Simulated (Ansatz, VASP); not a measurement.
MgS in VASP and in Ansatz

```
Mg S
1.0
     0.00000    2.99507    2.83088
     2.99507    0.00000    2.83088
     2.99507    2.99507    0.00000
Mg S
1 1
Direct
  0.00000 0.00000 0.00000
  0.25000 0.25000 0.25000
```

Change from the starting cell: biaxial_xy strain +5.8%.

Alike in both runs: task single point; functional r2SCAN; k mesh 8 × 8 × 8; no spin polarisation.

|  | VASP | Ansatz |
| --- | --- | --- |
| version | VASP 6.6.1 | Ansatz 0.2.0 |
| potentials or method | VASP PAW PBE potentials, release 64 (Mg, S) | plane waves, PAW |
| plane-wave cutoff (eV) | 520 | 500 |
| occupations | gaussian, width 0.01 eV | fixed |
| valence electrons in the cell | 8 | 16 |

Ansatz gave:

* gap on the k mesh at the Fermi level (eV): 3.47
* pressure (GPa): -5.4
* traceless stress, the component that is largest in VASP (GPa): 0.93

Task: What did VASP give for the same quantities?

Result: gap on the k mesh at the Fermi level (eV): 3.45; pressure (GPa): -5.7; traceless stress, the component that is largest in VASP (GPa): 0.95.

VASP's potentials were made for PBE, not for r2SCAN. VASP's potentials hold 8 valence electrons a cell and Ansatz's 16, so a difference there can come from the potentials and not from the codes.
